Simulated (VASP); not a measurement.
## Ta3N: relaxation of cell and atoms with PBE

The system is Ta3N.

```
CELL_PARAMETERS angstrom
2.16213 1.24831 4.31322
-2.16213 1.24831 4.31322
0.00000 -2.49661 4.31322
ATOMIC_POSITIONS crystal
Ta 0.70201 0.70201 0.70201
Ta 0.29799 0.29799 0.29799
Ta 0.50000 0.50000 0.50000
N 0.00000 0.00000 0.00000
```

The cell was generated, and may not be a known phase.

```json
{
 "Program": "VASP 6.6.1",
 "Task": "relaxation of cell and atoms",
 "Functional": "PBE",
 "Potentials or basis": "VASP PAW PBE potentials, release 64 (Ta_pv, N)",
 "Cutoff": "600 eV",
 "k mesh": "6 × 6 × 6",
 "Occupations": "gaussian, width 0.1 eV",
 "Spin": "no spin polarisation",
 "Dipole correction": "no",
 "Further INCAR settings": "ALGO = Normal; EDIFF = 1e-06; IBRION = 2; EDIFFG = -0.04; NSW = 90; ISIF = 3"
}
```

| Quantity | Value |
| --- | --- |
| Relaxed volume | 14.86 Å³/atom |
| Relaxed cell | a = 7.316 Å, b = 7.316 Å, c = 7.316 Å, α = 24.55°, β = 24.55°, γ = 24.55° |
| Space group after relaxing (to 0.1 Å) | R-3m (No. 166) |
| Pressure after relaxing | 0.0 GPa |
| Largest force after relaxing | 0.007 eV/Å |
| Band gap on the k mesh | zero (bands 19 and 20 overlap by 0.42 eV) |

Forces on the atoms (eV/Å):
```
Ta   0.000  0.000 -0.007
Ta   0.000  0.000  0.007
Ta   0.000  0.000  0.000
N    0.000  0.000  0.000
```

Stress tensor (GPa, compression positive):
```
 0.04  0.00  0.00
 0.00  0.04  0.00
 0.00  0.00 -0.20
```

Final structure:
```
Ta N
1.0
     1.55534    0.89798    7.09264
    -1.55534    0.89798    7.09264
     0.00000   -1.79595    7.09264
Ta N
3 1
Direct
  0.72420 0.72420 0.72420
  0.27580 0.27580 0.27580
  0.50000 0.50000 0.50000
  0.00000 0.00000 0.00000
```

Levels at points of the mesh, in eV from the Fermi level:
```tsv
k point	band 15	band 16	band 17	band 18	band 19	band 20	band 21	band 22	band 23
(0.00, 0.00, 0.00)	-3.12	-0.86	-0.77	-0.77	0.03	0.03	0.21	1.33	1.74
(0.50, 0.00, 0.00)	-3.71	-2.53	-1.33	-1.23	-0.15	0.84	2.01	2.35	3.60
(0.50, 0.50, 0.00)	-3.48	-2.95	-1.01	-0.76	0.25	0.29	1.05	2.86	4.39
(0.50, 0.50, 0.50)	-3.17	-1.03	-0.75	-0.44	-0.44	0.23	0.23	1.36	1.36
```

Run time: 18 min on 1 thread of Intel(R) Xeon(R) 6975P-C (Granite Rapids) (shared host), peak memory 0.29 GiB.

Caveat: a cell axis changed by over 15 % at a fixed basis, so the end point is rough; spin-orbit coupling is left out, which moves the levels of the heavy elements.
